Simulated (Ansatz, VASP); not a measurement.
**Sb in VASP and in Ansatz**

```xyz
2
Lattice="2.1542 1.2437 3.7580 -2.1542 1.2437 3.7580 0.0000 -2.4875 3.7580" Properties=species:S:1:pos:R:3 pbc="T T T"
Sb    0.0000    0.0000    8.6416
Sb    0.0000    0.0000    2.6324
```

Alike in both runs: task single point; functional PBE-based global hybrid; k mesh 4 × 4 × 4; occupations fermi-dirac, width 0.05 eV; no spin polarisation.

|  | VASP | Ansatz |
| --- | --- | --- |
| version | VASP 6.6.1 | Ansatz 0.2.0 |
| potentials or method | VASP PAW PBE potentials, release 64 (Sb) | Ansatz PAW |
| plane-wave cutoff (eV) | 400 | 420 |
| valence electrons in the cell | 10 | 30 |

Ansatz gave:

* gap on the k mesh at the Fermi level (eV): 0.58
* least direct gap on the mesh (eV): 0.61
* pressure (GPa): 1.5
* traceless stress, the component that is largest in VASP (GPa): -0.59
* rms of the force components (eV/Å): 0.148

Question: Estimate VASP's values.

Answer: gap on the k mesh at the Fermi level (eV): 0.64; least direct gap on the mesh (eV): 0.64; pressure (GPa): 1.0; traceless stress, the component that is largest in VASP (GPa): -0.58; rms of the force components (eV/Å): 0.148.

VASP's potentials were made for PBE, not for PBE-based global hybrid. Atom by atom the forces differ by 0.000 eV/Å (rms over components). With one functional, cell and mesh, what is left measures potentials, basis and numerics. VASP's potentials hold 10 valence electrons a cell and Ansatz's 30, so a difference there can come from the potentials and not from the codes.

The k mesh is coarse, so the values compare programs but aren't converged. Spin-orbit coupling is off throughout.
